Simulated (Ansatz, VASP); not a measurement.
## Co: VASP beside Ansatz

```
Co
1.0
     0.00000    3.25608    3.25608
     3.25608    0.00000    3.25608
     3.25608    3.25608    0.00000
Co
6
Cartesian
  1.6280 1.6280 1.6280
  0.0000 0.0000 0.0000
  2.4421 2.4421 4.0701
  2.4421 4.0701 2.4421
  4.0701 2.4421 2.4421
  4.0701 4.0701 4.0701
```

Alike in both runs: functional PBE; k mesh 10 × 10 × 10; occupations gaussian, width 0.1 eV; collinear spin.

Ansatz relaxed the structure, and its values are those at the end. VASP's run is a single point on that final structure, the one shown.

```csv
,VASP,Ansatz
version,VASP 6.6.1,Ansatz 0.2.0
potentials or method,"VASP PAW PBE potentials, release 64 (Co), cutoff 520 eV","scalar-relativistic, plane waves, PAW"
valence electrons in the cell,54,102
```

VASP gave:

| Quantity | Value |
| --- | --- |
| gap on the k mesh at the Fermi level (eV) | none |
| pressure (GPa) | -0.7 |
| net moment per atom (μB) | 1.73 |
| size of the moment on the site where the two differ most (μB) | 1.72 |

Question: What did Ansatz give for the same quantities?

Answer: gap on the k mesh at the Fermi level (eV): none; pressure (GPa): 0.0; net moment per atom (μB): 1.74; size of the moment on the site where the two differ most (μB): 1.79.

Site moments also hang on the region over which each program counts them. A gap of «none» marks a metal or a gap that the smearing closes. The functional is the same, so the differences come from potentials, cutoffs and numerics. VASP's potentials hold 54 valence electrons a cell and Ansatz's 102, so a difference there can come from the potentials and not from the codes.
